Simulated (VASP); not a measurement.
Input of a VASP 6.6.1 run:

The input INCAR:

```
SYSTEM = Be
PREC = Accurate
ENCUT = 520
EDIFF = 1E-8
ISMEAR = -1
SIGMA = 0.05
LREAL = .False.
LASPH = .True.
NELM = 60
ALGO = Normal
ISIF = 2
LWAVE = .False.
LCHARG = .False.
GGA = PE
LEFG = .True.
NBANDS = 12
```

File KPOINTS:

```
Automatic mesh
0
Gamma
  9 9 14
  0 0 0
```

The input POSCAR:

```
Be
1.0
    3.7961198385      0.0000000000      0.0000000000
    0.0000000000      3.7961198385      0.0000000000
    0.0000000000      0.0000000000      2.3113002848
Be
4
Direct
    0.2974080000      0.2974080000      0.0000000000
    0.7025920000      0.7025920000      0.0000000000
    0.2025920000      0.7974080000      0.5000000000
    0.7974080000      0.2025920000      0.5000000000
```

Potentials or basis: VASP PAW PBE potentials, release 64 (Be).

The run is started by

```console
$ cat potpaw_PBE.64/Be/POTCAR > POTCAR
$ mpirun -np 1 vasp_std > vasp.out
```

Problem. Predict the band gap on the k mesh.

Solution. Zero (band 4 reaches 7.49 eV, above the bottom of band 5 at 5.43 eV).

Problem. What does it give for the largest force?

Solution. 0.026 eV/Å.

Problem. Predict the pressure.

Solution. -4.3 GPa.

Electric field gradients, principal values (V/Å²):
| atom | least | middle | greatest (by size) |
| --- | --- | --- | --- |
| 1 Be | -0.494 | -1.233 | 1.727 |
| 2 Be | -0.494 | -1.233 | 1.727 |
| 3 Be | -0.494 | -1.233 | 1.727 |
| 4 Be | -0.494 | -1.233 | 1.727 |

Caveat: without QUAD_EFG the Cq values of the log hold for a quadrupole moment of 1 mb, not for the nuclei.
